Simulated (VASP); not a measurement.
C12N: single point with PBE

System: C12N, a wire with vacuum.

```
C N
1.0
     4.93269    0.00000    0.00000
    -1.23317    8.78588    0.00000
     0.00000    0.00000   20.29071
C N
12 1
Cartesian
  0.0000 0.6923 4.0000
  2.4663 0.6923 4.0000
  1.2332 0.8654 4.6906
  3.6995 0.8654 4.6906
  1.2332 1.2116 6.0718
  3.6995 1.2116 6.0718
  0.0000 1.3811 6.7447
  2.4663 1.3811 6.7447
  0.0000 1.7459 8.1881
  2.4663 1.7459 8.1881
  1.2332 1.9005 8.7907
  3.6995 1.9005 8.7907
  1.5414 8.4899 6.6584
```

```
Program                : VASP 6.6.1
Task                   : single point
Functional             : PBE
Potentials or basis    : VASP PAW PBE potentials, release 64 (C, N)
Cutoff                 : 520 eV
k mesh                 : 6 × 3 × 1
Occupations            : gaussian, width 0.1 eV
Spin                   : no spin polarisation
Dipole correction      : yes
Further INCAR settings : ALGO = Normal; EDIFF = 1e-06; NBANDS = 38
```

```
Largest force          : 4.459 eV/Å
Band gap on the k mesh : zero (an odd number of electrons rules out a gap without spin polarisation)
```

Forces in eV/Å, atoms in the order of the input:
```
C    0.132  0.490  2.149
C    0.204  0.527  1.676
C   -0.534 -0.583 -3.626
C    0.046 -0.752 -4.395
C   -2.309  0.681  0.949
C    0.580 -1.459  1.069
C    1.398  0.141  0.044
C   -0.329 -2.904  1.003
C    0.089  0.256  0.534
C   -0.055  0.847  2.117
C    0.282 -0.094 -0.858
C   -0.269 -0.141 -0.669
N    0.765  2.991  0.008
```

Levels at points of the mesh, in eV from the Fermi level:
```tsv
k point	band 24	band 25	band 26	band 27	band 28	band 29
(0.00, 0.00, 0.00)	-0.45	-0.31	-0.22	0.41	0.61	0.73
(0.50, 0.00, 0.00)	-0.51	-0.14	-0.02	0.05	0.06	0.22
```

Wall time 8.9 min on 1 thread of AMD EPYC 9R45 (Zen 5), with other jobs on the host, peak memory 0.92 GiB.

Caveat: an odd number of electrons without spin polarisation forces a metal; a magnetic or distorted state may lie lower.
